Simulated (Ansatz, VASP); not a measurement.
**Two plane-wave programs on Re3Hg**

```
Re Hg
1.0
     4.05347    0.00000    0.00000
     0.00000    4.05347    0.00000
     0.00000    0.00000    4.05347
Re Hg
3 1
Direct
  0.00000 0.50000 0.50000
  0.50000 0.00000 0.50000
  0.50000 0.50000 0.00000
  0.00000 0.00000 0.00000
```

Alike in both runs: task relaxation of cell and atoms; functional PBE; k mesh 4 × 4 × 4; occupations gaussian, width 0.1 eV; no spin polarisation.

|  | VASP | Ansatz |
| --- | --- | --- |
| version | VASP 6.6.1 | Ansatz 0.2.0 |
| potentials or method | VASP PAW PBE potentials, release 64 (Re_sv_GW, Hg_sv_GW), cutoff 560 eV | scalar-relativistic, plane waves, PAW |
| valence electrons in the cell | 65 | 65 |

Ansatz gave:

- gap on the k mesh at the Fermi level, each at its own relaxed structure (eV): none
- relaxed volume (Å³/atom): 15.82
- relaxed length of the cell vector where the two differ most in proportion (Å): 3.985

Problem. What did VASP give for the same quantities?

Solution. gap on the k mesh at the Fermi level, each at its own relaxed structure (eV): none; relaxed volume (Å³/atom): 15.80; relaxed length of the cell vector where the two differ most in proportion (Å): 3.983.

A gap of «none» marks a metal or a gap that the smearing closes.

The k mesh is coarse, so the values compare programs but aren't converged. Spin-orbit coupling is off throughout.
